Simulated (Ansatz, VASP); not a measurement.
One calculation of Al3H2, two programs

```
Al H
1.0
     2.85671    0.00000    0.00000
    -1.42835    2.47398    0.00000
     0.00000    0.00000    8.45190
Al H
3 2
Direct
  0.00000 0.00000 0.00000
  0.33333 0.66667 0.36760
  0.66667 0.33333 0.63240
  0.00000 0.00000 0.78489
  0.00000 0.00000 0.21511
```

Alike in both runs: functional PBE; k mesh 6 × 6 × 2; occupations gaussian, width 0.2 eV; no spin polarisation.

Ansatz relaxed the structure, and its values are those at the end. VASP's run is a single point on that final structure, the one shown.

|  | VASP | Ansatz |
| --- | --- | --- |
| version | VASP 6.6.1 | Ansatz 0.2.0 |
| potentials or method | VASP PAW PBE potentials, release 64 (Al, H), cutoff 520 eV | scalar-relativistic, plane waves, PAW |
| valence electrons in the cell | 11 | 11 |

VASP gave:

```
gap on the k mesh at the Fermi level (eV) : none
pressure (GPa)                            : -0.1
rms of the force components (eV/Å)        : 0.007
```

Question: Which values does Ansatz return?

Answer: gap on the k mesh at the Fermi level (eV): none; pressure (GPa): 0.0; rms of the force components (eV/Å): 0.007.

A gap of «none» marks a metal or a gap that the smearing closes. With one functional, cell and mesh, what is left measures potentials, basis and numerics.

The k mesh is coarse, so the values compare programs but aren't converged.
